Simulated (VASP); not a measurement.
A run of VASP 6.6.1 is set up as follows.

File INCAR:

```
SYSTEM = Au
PREC = Accurate
ENCUT = 500
EDIFF = 1E-6
ISMEAR = 0
SIGMA = 0.1
LREAL = .False.
LASPH = .True.
NELM = 120
ALGO = Normal
ISIF = 2
LWAVE = .False.
LCHARG = .False.
GGA = PE
IVDW = 12
NBANDS = 18
GGA_COMPAT = .False.
```

Contents of KPOINTS:

```
regular mesh
0
Gamma
  6 6 4
  0 0 0
```

The input POSCAR:

```
Au
1.0
    2.8999984104      0.0000000000      0.0000000000
   -1.4499992052      2.5114722944      0.0000000000
    0.0000000000      0.0000000000      4.8800000000
Au
2
Direct
    0.3333333333      0.6666666667      0.7500000000
    0.6666666667      0.3333333333      0.2500000000
```

Potentials or basis: VASP PAW PBE potentials, release 64 (Au).

Run with:

```console
$ cat potpaw_PBE.64/Au/POTCAR > POTCAR
$ mpirun -np 1 vasp_std > vasp.out
```

(1) Estimate the dispersion energy per atom.

(2) What does it give for the band gap on the k mesh?

Results:

(1) -0.637 eV.

(2) zero (band 11 reaches 12.88 eV, above the bottom of band 12 at 6.20 eV).

Caveat: the k points lie up to 0.42 Å⁻¹ apart; spin-orbit coupling is left out, which moves the levels of the heavy elements.
